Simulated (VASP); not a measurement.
A run of VASP 6.6.1 is set up as follows.

File INCAR:

```
SYSTEM = HfB4
PREC = Accurate
ENCUT = 520
EDIFF = 1E-6
ISMEAR = 0
SIGMA = 0.1
LREAL = .FALSE.
LASPH = .TRUE.
NELM = 60
ALGO = Normal
ISIF = 2
LWAVE = .FALSE.
LCHARG = .TRUE.
GGA = PE
IVDW = 12
LELF = .TRUE.
LVHAR = .TRUE.
NBANDS = 33
```

File KPOINTS:

```
Automatic mesh
0
G
  12 12 4
  0 0 0
```

POSCAR

```
HfB4
1.0
    3.1199212144      0.0000000000      0.0000000000
   -1.5599606072      2.7019310295      0.0000000000
    0.0000000000      0.0000000000     10.7222383444
Hf B
2 8
Direct
    0.3333333333      0.6666666667      0.7500000000
    0.6666666667      0.3333333333      0.2500000000
    0.6666666667      0.3333333333      0.6067844060
    0.0000000000      0.0000000000      0.5856286935
    0.6666666667      0.3333333333      0.8932155940
    0.0000000000      0.0000000000      0.9143713065
    0.3333333333      0.6666666667      0.1067844060
    0.0000000000      0.0000000000      0.0856286935
    0.3333333333      0.6666666667      0.3932155940
    0.0000000000      0.0000000000      0.4143713065
```

Potentials or basis: VASP PAW PBE potentials, release 64 (Hf_pv, B).

Command:

```console
$ cat potpaw_PBE.64/Hf_pv/POTCAR potpaw_PBE.64/B/POTCAR > POTCAR
$ mpirun -np 1 vasp_std > vasp.out
```

Task: Estimate the band gap on the k mesh.

Result: Zero (band 22 reaches 6.84 eV, above the bottom of band 23 at 6.55 eV).

Task: What does it give for the largest force?

Result: 0.017 eV/Å.

Forces in eV/Å, atoms in the order of the input:
```
Hf   0.000  0.000  0.000
Hf   0.000  0.000  0.000
B    0.000  0.000 -0.010
B    0.000  0.000  0.017
B    0.000  0.000  0.010
B    0.000  0.000 -0.017
B    0.000  0.000 -0.010
B    0.000  0.000  0.017
B    0.000  0.000  0.010
B    0.000  0.000 -0.017
```

Caveat: spin-orbit coupling is left out, which moves the levels of the heavy elements.
